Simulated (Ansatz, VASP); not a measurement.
# One calculation of Ni, two programs

```
Ni
1.0
     2.44802    0.00000    0.00000
    -1.22401    2.12005    0.00000
     0.00000    0.00000    4.07281
Ni
2
Direct
  0.33333 0.66667 0.25000
  0.66667 0.33333 0.75000
```

Alike in both runs: task single point; functional LDA; k mesh 10 × 10 × 6; collinear spin.

|  | VASP | Ansatz |
| --- | --- | --- |
| version | VASP 6.6.1 | Ansatz 0.2.0 |
| potentials or method | VASP PAW LDA potentials, release 64 (Ni), cutoff 520 eV | plane waves, PAW |
| occupations | fermi-dirac, width 0.1 eV | fermi-dirac |
| valence electrons in the cell | 20 | 36 |

|  | VASP | Ansatz | Ansatz less VASP |
| --- | --- | --- | --- |
| pressure (GPa) | -10.4 | -10.4 | +0.02 |
| traceless stress, the component that is largest in VASP (GPa) | -2.68 | -2.70 | -0.027 |
| net moment per atom (μB) | 0.62 | 0.64 | +0.023 |
| size of the moment on the site where the two differ most (μB) | 0.62 | 0.67 | +0.047 |

LDA's correlation is that of Perdew and Zunger in VASP and of Perdew and Wang (1992) in Ansatz. Site moments also hang on the region over which each program counts them. VASP's potentials hold 20 valence electrons a cell and Ansatz's 36, so a difference there can come from the potentials and not from the codes.
